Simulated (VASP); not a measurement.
# TaN (Fm-3m) in VASP: a series of runs

The runs below take TaN through single point, with PBE.

All numbers are computed with VASP 6.6.1; they aren't measurements. Logs are shortened: lines on timing, memory, paths and dates and some standing lists are left out, and cuts for length are marked.

## 1. The cell of the first run

Symmetry: Fm-3m, No. 225, cubic system. Conventional cell: a = 4.400 Å, b = 4.400 Å, c = 4.400 Å, α = 90.00°, β = 90.00°, γ = 90.00°. Ta (site symmetry m-3m) has 6 N at 2.20 Å within 2.9 Å. Within 2.9 Å of N (site symmetry m-3m) lie 6 Ta at 2.20 Å.

## 2. Single point, PBE

Contents of INCAR:

```
SYSTEM = TaN
ALGO = Normal
EDIFF = 1E-6
ENCUT = 520
GGA = PE
ISIF = 2
ISMEAR = 0
LASPH = .TRUE.
LCHARG = .TRUE.
LELF = .TRUE.
LREAL = .FALSE.
LVHAR = .TRUE.
LWAVE = .FALSE.
NBANDS = 15
NELM = 80
PREC = Accurate
SIGMA = 0.1
```

Contents of KPOINTS:

```
k-points
0
G
  16 16 16
  0 0 0
```

Contents of POSCAR:

```
TaN
1.0
    0.0000000000      2.1998866508      2.1998866508
    2.1998866508      0.0000000000      2.1998866508
    2.1998866508      2.1998866508      0.0000000000
Ta N
1 1
Direct
    0.5000000000      0.5000000000      0.5000000000
    0.0000000000      0.0000000000      0.0000000000
```

Potentials or basis: VASP PAW PBE potentials, release 64 (Ta_pv, N).

Launch:

```sh
> cat potpaw_PBE.64/Ta_pv/POTCAR potpaw_PBE.64/N/POTCAR > POTCAR
> mpirun -np 1 vasp_std > vasp.out
```

OUTCAR:

```text
SYSTEM = TaN
   EDIFF = 1E-6
   ENCUT = 520
   GGA = PE
   ISIF = 2
   ISMEAR = 0
   LASPH = .TRUE.
   LREAL = .FALSE.
   NELM = 80
   PREC = Accurate

 ion  position               nearest neighbor table
   1  0.500  0.500  0.500-   2 2.20   2 2.20   2 2.20   2 2.20   2 2.20   2 2.20
   2  0.000  0.000  0.000-   1 2.20   1 2.20   1 2.20   1 2.20   1 2.20   1 2.20

  LATTYP: Found a face centered cubic cell.
 ALAT       =     4.3997733016

  Lattice vectors:

 A1 = (   0.0000000000,   2.1998866508,   2.1998866508)
 A2 = (   2.1998866508,   0.0000000000,   2.1998866508)
 A3 = (   2.1998866508,   2.1998866508,   0.0000000000)

Analysis of symmetry for initial positions (statically):
=====================================================================
 Subroutine PRICEL returns:
 Original cell was already a primitive cell.

 Routine SETGRP: Setting up the symmetry group for a
 face centered cubic supercell.

 Subroutine GETGRP returns: Found 48 space group operations
 (whereof 48 operations were pure point group operations)
 out of a pool of 48 trial point group operations.

The static configuration has the point symmetry O_h .

Analysis of symmetry for dynamics (positions and initial velocities):
=====================================================================
 Subroutine PRICEL returns:
 Original cell was already a primitive cell.

 Routine SETGRP: Setting up the symmetry group for a
 face centered cubic supercell.

 Subroutine GETGRP returns: Found 48 space group operations
 (whereof 48 operations were pure point group operations)
 out of a pool of 48 trial point group operations.

The dynamic configuration has the point symmetry O_h .

 Subroutine INISYM returns: Found 48 space group operations
 (whereof 48 operations are pure point group operations),
 and found     1 'primitive' translations

----------------------------------------------------------------------------------------

                                     Primitive cell

  volume of cell :      21.2927

  direct lattice vectors                    reciprocal lattice vectors
     0.000000000  2.199886651  2.199886651    -0.227284438  0.227284438  0.227284438
     2.199886651  0.000000000  2.199886651     0.227284438 -0.227284438  0.227284438
     2.199886651  2.199886651  0.000000000     0.227284438  0.227284438 -0.227284438

  length of vectors
     3.111109537  3.111109537  3.111109537     0.393668194  0.393668194  0.393668194

  position of ions in fractional coordinates (direct lattice)
     0.500000000  0.500000000  0.500000000
     0.000000000  0.000000000  0.000000000

  ion indices of the primitive-cell ions
   primitive index   ion index
                 1           1
                 2           2

----------------------------------------------------------------------------------------

 KPOINTS: k-points

Automatic generation of k-mesh.
 Grid dimensions read from file:
 generate k-points for:   16   16   16

 Generating k-lattice:

  Cartesian coordinates                     Fractional coordinates (reciprocal lattice)
    -0.014205277  0.014205277  0.014205277     0.062500000  0.000000000  0.000000000
     0.014205277 -0.014205277  0.014205277     0.000000000  0.062500000  0.000000000
     0.014205277  0.014205277 -0.014205277     0.000000000  0.000000000  0.062500000

  Length of vectors
     0.024604262  0.024604262  0.024604262

  Shift w.r.t. Gamma in fractional coordinates (k-lattice)
     0.000000000  0.000000000  0.000000000

 Subroutine IBZKPT returns following result:
 ===========================================

 Found    145 irreducible k-points:

 Following reciprocal coordinates:
            Coordinates               Weight
  0.000000  0.000000  0.000000      1.000000
  0.062500  0.000000  0.000000      8.000000
  0.125000  0.000000  0.000000      8.000000
  0.187500  0.000000  0.000000      8.000000
  0.250000  0.000000  0.000000      8.000000
  0.312500  0.000000  0.000000      8.000000
[... 16 lines left out ...]
 -0.125000  0.062500  0.000000     24.000000
 -0.062500  0.062500  0.000000     12.000000
 [... further k-points ...]
   k-points           NKPTS =    145   k-points in BZ     NKDIM =    145   number of bands    NBANDS=     15
   number of dos      NEDOS =    301   number of ions     NIONS =      2
   total plane-waves  NPLWV =  13824
   dimension x,y,z NGX =    24 NGY =   24 NGZ =   24
   dimension x,y,z NGXF=    48 NGYF=   48 NGZF=   48
   ions per type =               1   1
   NGX,Y,Z   is equivalent  to a cutoff of  12.82, 12.82, 12.82 a.u.
   NGXF,Y,Z  is equivalent  to a cutoff of  25.65, 25.65, 25.65 a.u.
 SYSTEM =  TaN
   PREC   = accura    normal or accurate (medium, high low for compatibility)
   ISTART =      0    job   : 0-new  1-cont  2-samecut
   ICHARG =      2    charge: 1-file 2-atom 10-const
   ISPIN  =      1    spin polarized calculation?
   LNONCOLLINEAR =      F non collinear calculations
   LSORBIT =      F    spin-orbit coupling
   LASPH  =      T    aspherical Exc in radial PAW
   ENCUT  =  520.0 eV  38.22 Ry    6.18 a.u.   5.78  5.78  5.78*2*pi/ulx,y,z
   NELM   =     80;   NELMIN=  2; NELMDL= -5     # of ELM steps
   EDIFF  = 0.1E-05   stopping-criterion for ELM
   LREAL  =      F    real-space projection
   EDIFFG = 0.1E-04   stopping-criterion for IOM
   NSW    =      0    number of steps for IOM
   IBRION =     -1    ionic relax: 0-MD 1-quasi-New 2-CG
   NFREE  =      0    steps in history (QN), initial steepest desc. (CG)
   ISIF   =      2    stress and relaxation
   ISYM   =      2    0-nonsym 1-usesym 2-fastsym
   POTIM  = 0.5000    time-step for ionic-motion
   TEBEG  =    0.0;   TEEND  =   0.0 temperature during run
   PSTRESS=    0.0 pullay stress
   NELECT =      16.0000    total number of electrons
   NUPDOWN=      -1.0000    fix difference up-down
   EMIN   =  10.00;   EMAX   =-10.00  energy-range for DOS
   EFERMI =   0.00;   METHOD = LEGACY
   ISMEAR =     0;   SIGMA  =   0.10  broadening in eV -4-tet -1-fermi 0-gaus
   EFERMI_NEDOS =   21; number of points for ismear=-14 and -15
   IALGO  =     38    algorithm
   IMIX   =      4    mixing-type and parameters
     AMIX     =   0.40;   BMIX     =  1.00
     AMIX_MAG =   1.60;   BMIX_MAG =  1.00
  volume/ion in A,a.u.               =      10.65        71.85
  Fermi-wavevector in a.u.,A,eV,Ry     =   1.488348  2.812570 30.139355  2.215180
  Thomas-Fermi vector in A             =   2.601394
   LORBIT       =      0    0 simple, 1 ext, 2 COOP (PROOUT), +10 PAW based schemes
   GGA     = PE    functional components
   LHFCALC =     F    Hartree Fock is set to
   AEXX    =    0.0000 exact exchange contribution
   IVDW    =     0    specifies the selected vdW correction
   LEPSILON=     F    determine dielectric tensor
   LRPA    =     F    only Hartree local field effects (RPA)
 non-spin polarized calculation
 Gauss-broadening in eV      SIGMA  =   0.10
  energy-cutoff  :      520.00
  volume of cell :       21.29
 maximum number of plane-waves:       588
   NGX = 11   NGY = 11   NGZ = 11

 number of electron      16.0000003 magnetization

 Free energy of the ion-electron system (eV)
  ---------------------------------------------------
  ext. energy  EPLUGINS =         0.00000000
  ---------------------------------------------------
  free energy    TOTEN  =       -21.82173584 eV

  energy without entropy =      -21.81602152  energy(sigma->0) =      -21.81887868

 E-fermi :   9.5240     XC(G=0): -13.4302

 val. band max:        9.5129941701   @ k =  -0.2500   0.3750   0.1250
 cond. band min:       9.5281539680   @ k =  -0.3125   0.3125   0.1250
 fundamental gap:      0.0151597978
 Fermi energy:         9.5240207122

 k-point     1 :       0.0000    0.0000    0.0000
  band No.  band energies     occupation
      1     -26.2488      2.00000
      2     -26.2488      2.00000
      3     -26.2488      2.00000
      4      -9.3216      2.00000
      5       5.7075      2.00000
      6       5.7075      2.00000
      7       5.7075      2.00000
      8       7.4293      2.00000
      9       7.4293      2.00000
     10       7.4293      2.00000
     11       9.5952      0.31401
     12       9.5952      0.31400
     13      11.0378      0.00000
     14      18.9363      0.00000
     15      21.8912      0.00000

 k-point     2 :       0.0625    0.0000    0.0000
  band No.  band energies     occupation
      1     -26.2837      2.00000
      2     -26.2519      2.00000
      3     -26.2519      2.00000
      4      -9.2270      2.00000
      5       5.1971      2.00000
      6       5.3685      2.00000
      7       5.3685      2.00000
      8       7.5864      2.00000
      9       7.5864      2.00000
     10       7.6537      2.00000
     11       9.9858      0.00000
     12       9.9858      0.00000
     13      11.3304      0.00000
     14      19.2307      0.00000
     15      21.8910      0.00000

 k-point     3 :       0.1250    0.0000    0.0000
  band No.  band energies     occupation
      1     -26.3817      2.00000
      2     -26.2610      2.00000
      3     -26.2610      2.00000
      4      -8.9533      2.00000
      5       4.1607      2.00000
      6       4.6656      2.00000
      7       4.6656      2.00000
      8       7.9534      2.00000
      9       7.9534      2.00000
     10       7.9870      2.00000
     11      10.9366      0.00000
     12      10.9366      0.00000
     13      12.0754      0.00000
     14      20.0452      0.00000
     15      21.8906      0.00000
[... 343 lines left out ...]
 k-point    23 :      -0.1250    0.0625    0.0000
  band No.  band energies     occupation
      1     -26.4387      2.00000
      2     -26.2919      2.00000
      3     -26.2568      2.00000
      4      -8.7567      2.00000
      5       3.5102      2.00000
      6       4.1155      2.00000
      7       4.5873      2.00000
      8       7.8987      2.00000
      9       8.1114      2.00000
     10       8.7073      2.00000
     11      10.6026      0.00000
     12      12.0306      0.00000
     13      12.7508      0.00000
     14      20.6172      0.00000
     15      21.8903      0.00000

 k-point    24 :      -0.0625    0.0625    0.0000
  band No.  band energies     occupation
      1     -26.3320      2.00000
      2     -26.2707      2.00000
      3     -26.2510      2.00000
      4      -9.0745      2.00000
      5       4.5009      2.00000
      6       4.8237      2.00000
      7       5.1653      2.00000
      8       7.6035      2.00000
      9       7.8179      2.00000
     10       8.1292      2.00000
     11      10.0086      0.00000
     12      10.8697      0.00000
     13      11.8521      0.00000
     14      19.6982      0.00000
     15      21.8908      0.00000

 [... further k-points ...]

------------------------ aborting loop because EDIFF is reached ----------------------------------------

  FORCE on cell =-STRESS in cart. coord.  units (eV):
  Direction    XX          YY          ZZ          XY          YZ          ZX
  --------------------------------------------------------------------------------------
  -------------------------------------------------------------------------------------
  Total        0.6448260      0.6448260      0.6448260     -0.0000000     -0.0000000     -0.0000000
  in kB       48.5201619     48.5201619     48.5201619     -0.0000000     -0.0000000     -0.0000000
  external PRESSURE =      48.5201619 kB  Pullay stress =       0.0000000 kB

 VOLUME and BASIS-vectors are now :
 -----------------------------------------------------------------------------
  energy-cutoff  :      520.00
  volume of cell :       21.29
      direct lattice vectors                 reciprocal lattice vectors
     0.000000000  2.199886651  2.199886651    -0.227284438  0.227284438  0.227284438
     2.199886651  0.000000000  2.199886651     0.227284438 -0.227284438  0.227284438
     2.199886651  2.199886651  0.000000000     0.227284438  0.227284438 -0.227284438

 POSITION                                       TOTAL-FORCE (eV/Angst)
 -----------------------------------------------------------------------------------
      2.19989      2.19989      2.19989         0.000000     -0.000000     -0.000000
      0.00000      0.00000      0.00000        -0.000000      0.000000      0.000000
 -----------------------------------------------------------------------------------
    total drift:                                0.000000     -0.000000     -0.000000

  FREE ENERGIE OF THE ION-ELECTRON SYSTEM (eV)
  ---------------------------------------------------
  free  energy   TOTEN  =       -21.8217358402 eV

  energy  without entropy=      -21.8160215228  energy(sigma->0) =      -21.81887868
```

It took 30 s on 1 thread of Intel Xeon 6975P-C (Granite Rapids), shared host; peak memory 0.17 GiB.

What came out:

* Free energy: -21.8217 eV
* Pressure: 4.9 GPa
* Band gap on the k mesh: zero (band 8 reaches 11.43 eV, above the bottom of band 9 at 7.43 eV)

Caveat: spin-orbit coupling is left out, which moves the levels of the heavy elements.

## 3. Single point, PBE

This run uses another cell than the first one, of 10.81 Å³/atom, 1.015 times its volume.

Contents of INCAR:

```
SYSTEM = TaN
ALGO = Normal
EDIFF = 1E-6
ENCUT = 520
GGA = PE
ISIF = 2
ISMEAR = 0
LASPH = .True.
LCHARG = .True.
LELF = .True.
LREAL = .False.
LVHAR = .True.
LWAVE = .False.
NBANDS = 15
NELM = 60
PREC = Accurate
SIGMA = 0.1
```

Contents of KPOINTS:

```
k-points
0
Gamma
  16 16 16
  0 0 0
```

Contents of POSCAR:

```
TaN
1.0
    0.0000000000      2.2109781311      2.2109781311
    2.2109781311      0.0000000000      2.2109781311
    2.2109781311      2.2109781311      0.0000000000
Ta N
1 1
Direct
    0.5000000000      0.5000000000      0.5000000000
    0.0000000000      0.0000000000      0.0000000000
```

Potentials or basis: VASP PAW PBE potentials, release 64 (Ta_pv, N).

Launch:

```sh
> cat potpaw_PBE.64/Ta_pv/POTCAR potpaw_PBE.64/N/POTCAR > POTCAR
> mpirun -np 1 vasp_std > vasp.out
```

It took 28 s on 1 thread of Intel Xeon 6975P-C (Granite Rapids), shared host; peak memory 0.17 GiB.

It converged, with:

```yaml
Free_energy: -21.8266 eV
Pressure: -0.3 GPa
Band_gap_on_the_k_mesh: zero (band 8 reaches 11.21 eV, above the bottom of band 9 at 7.30 eV)
```

Levels at points of the mesh, in eV from the Fermi level:
| k point | band 4 | band 5 | band 6 | band 7 | band 8 | band 9 | band 10 | band 11 | band 12 | band 13 |
| --- | --- | --- | --- | --- | --- | --- | --- | --- | --- | --- |
| (0.00, 0.00, 0.00) | -18.72 | -3.77 | -3.77 | -3.77 | -2.05 | -2.05 | -2.05 | 0.07 | 0.07 | 1.39 |
| (0.50, 0.00, 0.00) | -15.80 | -10.23 | -7.45 | -7.45 | 1.86 | 1.86 | 1.95 | 3.78 | 7.37 | 7.37 |
| (0.50, 0.50, 0.00) | -17.47 | -6.60 | -5.35 | -4.59 | -4.59 | 2.07 | 3.46 | 3.46 | 4.37 | 6.63 |

Caveat: spin-orbit coupling is left out, which moves the levels of the heavy elements.

[end of part 1 of 2]
